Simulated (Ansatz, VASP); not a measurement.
Two plane-wave programs on ZnS

The input POSCAR:

```
ZnS
1.0
    0.0000000000      2.4793547193      2.4793547193
    2.4793547193      0.0000000000      2.4793547193
    2.4793547193      2.4793547193      0.0000000000
Zn S
1 1
Direct
    0.0000000000      0.0000000000      0.0000000000
    0.5000000000      0.5000000000      0.5000000000
```

INCAR.step1

```
SYSTEM = ZnS
  ALGO = Normal
  EDIFF = 1E-4
  ENCUT = 520
  GGA = PE
  ISMEAR = -1
  LASPH = .TRUE.
  LCHARG = .FALSE.
  LREAL = .FALSE.
  LWAVE = .TRUE.
  NBANDS = 16
  NELM = 100
  PREC = Accurate
  SIGMA = 0.02
```

INCAR.step2

```
SYSTEM = ZnS
  ALGO = Normal
  EDIFF = 1E-7
  ENCUT = 520
  ISIF = 2
  ISMEAR = -1
  ISTART = 1
  LASPH = .TRUE.
  LCHARG = .FALSE.
  LMIXTAU = .TRUE.
  LREAL = .FALSE.
  LWAVE = .FALSE.
  METAGGA = R2SCAN
  NBANDS = 16
  NELM = 100
  PREC = Accurate
  SIGMA = 0.02
```

KPOINTS

```
k-points
0
G
  8 8 8
  0 0 0
```

Input for Ansatz:

```yaml
crystal:
  lattice:
    - [0.0, 2.4793547193, 2.4793547193]
    - [2.4793547193, 0.0, 2.4793547193]
    - [2.4793547193, 2.4793547193, 0.0]
  atoms:
    - { symbol: Zn, position: [0.0, 0.0, 0.0] }
    - { symbol: S, position: [0.5, 0.5, 0.5] }
kpoints:
  mp_grid: { grid: [8, 8, 8] }
hamiltonian:
  xc: r2scan
scf:
  occupations: { method: fermi_dirac, width: 0.02 }
  n_extra_bands: 4
output:
  forces: true
  stress: true
  eigenvalues: true
```

Alike in both runs: task single point; functional r2SCAN; k mesh 8 × 8 × 8; occupations fermi-dirac, width 0.02 eV; no spin polarisation.

```csv
,VASP,Ansatz
version,VASP 6.6.1,Ansatz 0.2.0
potentials or method,"VASP PAW PBE potentials, release 64 (Zn, S)","plane waves, PAW"
plane-wave cutoff (eV),520,500
valence electrons in the cell,18,18
```

Ansatz gave:

| Item | Value |
| --- | --- |
| pressure (GPa) | 7.0 |

Q: What did VASP give for the same quantities?

A: Pressure (GPa): 7.1.

VASP's potentials were made for PBE, not for r2SCAN.
